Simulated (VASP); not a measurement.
Set up this calculation in VASP 6.6.1, as the native input.

| Quantity | Value |
| --- | --- |
| Task | single point |
| Functional | LDA |
| Potentials or basis | VASP PAW LDA potentials, release 64 (Ru_pv) |
| Cutoff | 520 eV |
| k mesh | 21 × 21 × 10 |
| Occupations | gaussian, width 0.15 eV |
| Spin | no spin polarisation |
| Dipole correction | no |
| Further INCAR settings | ALGO = Fast; EDIFF = 1e-06; NBANDS = 21 |

The structure of Ru lies in POSCAR:

```
Ru
1.0
    2.6205776265      0.0000000000      0.0000000000
   -1.3102888133      2.2694867971      0.0000000000
    0.0000000000      0.0000000000      4.2267610266
Ru
2
Direct
    0.3635604314      0.7271208628      0.2500000000
    0.6364395686      0.2728791372      0.7500000000
```

This cell differs from its parent crystal: atoms displaced along a vibrational mode, the cell strained.

These files were run (other wordings do the same):

INCAR

```
SYSTEM = Ru
PREC = Accurate ; ENCUT = 520
EDIFF = 1E-6 ; ISMEAR = 0
SIGMA = 0.15 ; LREAL = .False.
LASPH = .True. ; NELM = 60
ALGO = Fast ; ISIF = 2
LWAVE = .False. ; LCHARG = .False.
GGA = CA ; NBANDS = 21
```

KPOINTS

```
Automatic mesh
0
Gamma
  21 21 10
  0 0 0
```

Potentials or basis: VASP PAW LDA potentials, release 64 (Ru_pv).

Command:

```bash
$ cat potpaw_LDA.64/Ru_pv/POTCAR > POTCAR
$ mpirun -np 1 vasp_std > vasp.out
```

Results of the run:

```
Pressure               : 22.1 GPa
Largest force          : 2.034 eV/Å
Band gap on the k mesh : zero (bands 14 and 15 overlap by 3.38 eV)
```

Caveat: the cell differs from its parent crystal (atoms displaced along a vibrational mode, the cell strained); the stress differs along the axes, from 17 to 29 GPa; forces of over 1 eV/Å act on the atoms, so gaps and moduli don't describe the material at rest.

It took 6.6 min on 1 thread of Intel(R) Xeon(R) Platinum 8259CL CPU @ 2.50GHz (Skylake/Cascade Lake) (shared host), peak memory 0.38 GiB.
